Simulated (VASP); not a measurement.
ZrC:

```xyz
4
Lattice="-0.0356 -2.2381 -2.2875 -2.2746 -0.0145 -2.3086 2.4131 2.4398 -4.7412" Properties=species:S:1:pos:R:3 pbc="T T T"
Zr   -0.1253   -0.1466   -2.4381
Zr    0.0321    0.3734   -6.9841
C     0.1202   -0.0023   -4.6246
C     0.2305    0.2435   -9.2962
```

- Program: VASP 6.6.1
- Task: relaxation of cell and atoms
- Functional: PBE
- Potentials or basis: VASP PAW PBE potentials, release 64 (Zr_sv, C)
- Cutoff: 600 eV
- k mesh: 8 × 8 × 8
- Occupations: gaussian, width 0.2 eV
- Spin: no spin polarisation

At the start: pressure 28.6 GPa; volume 12.25 Å³/atom.

Question: Where does the relaxation end?

Answer: Over 14 steps the energy falls by 451.4 meV/atom and the volume is 13.07 Å³/atom (+6.7 %); space group P1 (No. 1, to 0.1 Å) before, Fm-3m (No. 225, to 0.1 Å).

Step by step:
| step | energy change (eV) | largest force (eV/Å) | pressure (GPa) | volume (Å³) |
| --- | --- | --- | --- | --- |
| 1 | 0.0000 | 6.6198 | 28.63 | 49.02 |
| 2 | 0.3122 | 2.4146 | -28.14 | 66.05 |
| 3 | -1.3157 | 1.2246 | -9.19 | 55.75 |
| 4 | -1.3256 | 1.3198 | -7.41 | 55.25 |
| 5 | -1.3265 | 1.3853 | -6.49 | 55.00 |
| 6 | -1.6245 | 1.3079 | 1.87 | 52.26 |
| 7 | -1.6420 | 1.4147 | 5.12 | 51.43 |
| 8 | -1.7690 | 0.3842 | -0.46 | 52.39 |
| 9 | -1.7711 | 0.3854 | -0.01 | 52.28 |
| 10 | -1.8027 | 0.2261 | -0.15 | 52.29 |
| 11 | -1.8027 | 0.2299 | -0.15 | 52.29 |
| 12 | -1.8052 | 0.0683 | 0.17 | 52.21 |
| 13 | -1.8052 | 0.0815 | 0.20 | 52.20 |
| 14 | -1.8056 | 0.0181 | -0.19 | 52.29 |

Final structure:
```
CELL_PARAMETERS angstrom
0.00124 -2.35594 -2.35871
-2.35624 0.00069 -2.35759
2.35253 2.35446 -4.70697
ATOMIC_POSITIONS crystal
Zr 0.25033 0.24983 0.25002
Zr 0.74988 0.75019 0.74995
C 0.50011 0.49998 0.49988
C 0.99968 0.00000 0.00015
```
